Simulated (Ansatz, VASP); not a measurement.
**KI: VASP beside Ansatz**

POSCAR

```
KI
1.0
    4.2909468193      0.0000000000      0.0000000000
    0.0000000000      4.2909468193      0.0000000000
    0.0000000000      0.0000000000      4.2909468193
K I
1 1
Direct
    0.0000000000      0.0000000000      0.0000000000
    0.5000000000      0.5000000000      0.5000000000
```

The input INCAR.step1:

```
SYSTEM = KI
  PREC = Accurate
  ENCUT = 520
  EDIFF = 1E-5
  ISMEAR = 0
  SIGMA = 0.01
  LREAL = .False.
  LASPH = .True.
  NELM = 80
  ALGO = Normal
  ISIF = 2
  LWAVE = .True.
  LCHARG = .False.
  NBANDS = 15
  GGA = PE
```

The input INCAR.step2:

```
SYSTEM = KI
  PREC = Accurate
  ENCUT = 520
  EDIFF = 1E-6
  ISMEAR = 0
  SIGMA = 0.01
  LREAL = .False.
  LASPH = .True.
  NELM = 80
  ALGO = Normal
  ISIF = 2
  LWAVE = .False.
  LCHARG = .False.
  GGA = PE
  LHFCALC = .True.
  AEXX = 1.0
  ALDAC = 0.0
  AGGAC = 0.0
  PRECFOCK = Normal
  NBANDS = 15
  ISTART = 1
```

Contents of KPOINTS:

```
regular mesh
0
Gamma
  4 4 4
  0 0 0
```

Input for Ansatz:

```yaml
crystal:
  lattice:
    - [4.2909468193, 0.0, 0.0]
    - [0.0, 4.2909468193, 0.0]
    - [0.0, 0.0, 4.2909468193]
  atoms:
    - { symbol: K, position: [0.0, 0.0, 0.0] }
    - { symbol: I, position: [0.5, 0.5, 0.5] }
kpoints:
  mp_grid: { grid: [4, 4, 4] }
  band_path:
    path:
      - [0.0, 0.0, 0.0]
      - [0.0, 0.5, 0.0]
      - [0.5, 0.5, 0.0]
      - [0.5, 0.5, 0.5]
      - [0.0, 0.5, 0.5]
    npoints: 1
hamiltonian:
  xc: hf
scf:
  occupations: { method: fixed }
  n_extra_bands: 4
output:
  forces: true
  stress: true
  eigenvalues: true
  write_density: true
  write_potential: true
  elf: true
  volumetric_format: npy
```

Alike in both runs: task single point; functional HF; k mesh 4 × 4 × 4; no spin polarisation.

|  | VASP | Ansatz |
| --- | --- | --- |
| version | VASP 6.6.1 | Ansatz 0.2.0 |
| potentials or method | VASP PAW PBE potentials, release 64 (K_sv, I) | plane waves, PAW |
| plane-wave cutoff (eV) | 520 | 420 |
| occupations | gaussian, width 0.01 eV | fixed |
| valence electrons in the cell | 16 | 26 |

|  | VASP | Ansatz | Ansatz less VASP |
| --- | --- | --- | --- |
| gap on the k mesh at the Fermi level (eV) | 10.39 | 10.32 | -0.067 |
| pressure (GPa) | 2.1 | 2.4 | +0.30 |

VASP's potentials were made for PBE, not for HF. VASP's potentials hold 16 valence electrons a cell and Ansatz's 26, so a difference there can come from the potentials and not from the codes. Ansatz's warnings: stress exchange threshold loose, stress scf threshold loose.

Neither program's run includes spin-orbit coupling.
